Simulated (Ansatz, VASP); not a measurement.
Two plane-wave programs on GaAs

File POSCAR:

```
GaAs
1.0
    3.8101400000      0.0000000000      0.0000000000
    0.0000000000      3.8101400000      0.0000000000
    0.0000000000      0.0000000000      2.7389100000
Ga As
1 1
Direct
    0.5000000000      0.5000000000      0.5000000000
    0.0000000000      0.0000000000      0.5000000000
```

File INCAR.step1:

```
PREC = Accurate ; ENCUT = 520
EDIFF = 1E-5 ; ISMEAR = -1
SIGMA = 0.05 ; LREAL = False
LASPH = True ; NELM = 100
ALGO = Normal ; ISIF = 2
LWAVE = True ; NBANDS = 16
GGA = PE
```

The input INCAR.step2:

```
PREC = Accurate ; ENCUT = 520
EDIFF = 1E-7 ; ISMEAR = -1
SIGMA = 0.05 ; LREAL = False
LASPH = True ; NELM = 100
ALGO = Normal ; ISIF = 2
LWAVE = False ; LCHARG = True
METAGGA = R2SCAN ; LHFCALC = True
AEXX = 0.1 ; LMIXTAU = True
PRECFOCK = Normal ; LELF = True
LVHAR = True ; NBANDS = 16
ISTART = 1
```

Contents of KPOINTS:

```
Automatic mesh
0
Gamma
  4 4 5
```

input

```
crystal:
  lattice:
    - [3.81014, 0.0, 0.0]
    - [0.0, 3.81014, 0.0]
    - [0.0, 0.0, 2.73891]
  atoms:
    - { symbol: Ga, position: [0.5, 0.5, 0.5] }
    - { symbol: As, position: [0.0, 0.0, 0.5] }
hamiltonian:
  xc: r2scanh
  pseudopotentials: { kind: paw }
kpoints:
  mp_grid: { grid: [4, 4, 5] }
scf:
  occupations: { method: fermi_dirac, width: 0.05 }
output:
  forces: true
  stress: true
  eigenvalues: true
  write_density: true
  write_potential: true
  elf: true
  volumetric_format: npy
```

Alike in both runs: task single point; functional r2SCANh; k mesh 4 × 4 × 5; occupations fermi-dirac, width 0.05 eV; no spin polarisation.

|  | VASP | Ansatz |
| --- | --- | --- |
| version | VASP 6.6.1 | Ansatz 0.2.0 |
| potentials or method | VASP PAW PBE potentials, release 64 (Ga_d, As) | Ansatz PAW |
| plane-wave cutoff (eV) | 520 | 500 |
| valence electrons in the cell | 18 | 28 |

VASP gave:

```
gap on the k mesh at the Fermi level (eV)                     : none
pressure (GPa)                                                : -1.3
traceless stress, the component that is largest in VASP (GPa) : -10.02
```

What did Ansatz give for the same quantities?

gap on the k mesh at the Fermi level (eV): none; pressure (GPa): -1.2; traceless stress, the component that is largest in VASP (GPa): -10.72.

VASP's potentials were made for PBE, not for r2SCANh. A gap of «none» marks a metal or a gap that the smearing closes. VASP's potentials hold 18 valence electrons a cell and Ansatz's 28, so a difference there can come from the potentials and not from the codes.

The k mesh is coarse, so the values compare programs but aren't converged.
